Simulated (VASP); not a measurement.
Crystal: Ru.

```
Ru
1.0
    -1.51581    1.51581    1.51581
     1.51581   -1.51581    1.51581
     1.51581    1.51581   -1.51581
Ru
1
Direct
  0.00000 0.00000 0.00000
```

Base run:

```yaml
Program: VASP 6.6.1
Functional: r2SCAN
Potentials_or_basis: VASP PAW PBE potentials, release 64 (Ru_pv)
Cutoff: 520 eV
k_mesh: 20 × 20 × 20
Occupations: gaussian, width 0.1 eV
Spin: no spin polarisation
```

Its results: band gap on the k mesh zero (band 7 reaches 14.28 eV, above the bottom of band 8 at 10.63 eV); pressure 1.4 GPa.

Problem. The run is repeated on the same cell with these changes: potentials or basis from VASP PAW PBE potentials, release 64 (Ru_pv) to VASP PAW PBE potentials, release 64 (Ru_sv); cutoff from 520 eV to 660 eV; further incar settings from ALGO = Normal; EDIFF = 1e-06; NBANDS = 13 to ALGO = Normal; EDIFF = 1e-06; NBANDS = 14; valence electrons from 14 to 16. What comes out?

Solution. Band gap on the k mesh zero (band 8 reaches 16.54 eV, above the bottom of band 9 at 12.89 eV); pressure 0.1 GPa.

Caveats: the PAW data sets were made with another functional, which shifts forces and pressure a little.
